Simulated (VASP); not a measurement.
Here is a VASP 6.6.1 calculation.

POSCAR

```
AlNi
1.0
    2.9000800262      0.0000000000      0.0000000000
    0.0000000000      2.9000800262      0.0000000000
    0.0000000000      0.0000000000      2.9000800262
Ni Al
1 1
Direct
    0.5000000000      0.5000000000      0.5000000000
    0.0000000000      0.0000000000      0.0000000000
```

Contents of INCAR.step1:

```
SYSTEM = AlNi
ALGO = Normal ; EDIFF = 1E-4
ENCUT = 520 ; GGA = PE
ISMEAR = -1 ; ISPIN = 2
LASPH = .TRUE. ; LCHARG = .FALSE.
LMAXMIX = 4 ; LREAL = .FALSE.
LWAVE = .TRUE. ; MAGMOM = 1 0
NBANDS = 18 ; NELM = 150
PREC = Accurate ; SIGMA = 0.05
```

File INCAR.step2:

```
SYSTEM = AlNi
ALGO = Normal ; EDIFF = 1E-6
ENCUT = 520 ; ISIF = 2
ISMEAR = -1 ; ISPIN = 2
ISTART = 1 ; LASPH = .TRUE.
LCHARG = .FALSE. ; LMAXMIX = 4
LMIXTAU = .TRUE. ; LORBIT = 11
LREAL = .FALSE. ; LWAVE = .FALSE.
MAGMOM = 1 0 ; METAGGA = R2SCAN
NBANDS = 18 ; NELM = 150
PREC = Accurate ; SIGMA = 0.05
```

KPOINTS

```
k-points
0
G
  9 9 9
  0 0 0
```

Potentials or basis: VASP PAW PBE potentials, release 64 (Ni, Al).

The run is started by

```console
$ cat potpaw_PBE.64/Ni/POTCAR potpaw_PBE.64/Al/POTCAR > POTCAR
$ cp INCAR.step1 INCAR
$ mpirun -np 1 vasp_std > vasp.out
$ cp INCAR.step2 INCAR
$ mpirun -np 1 vasp_std > vasp.out
```

Q: Estimate the pressure.

A: -6.5 GPa.

Q: Predict the net moment.

A: 0.00 μB per cell.

Caveat: the PAW data sets were made with another functional, which shifts forces and pressure a little.
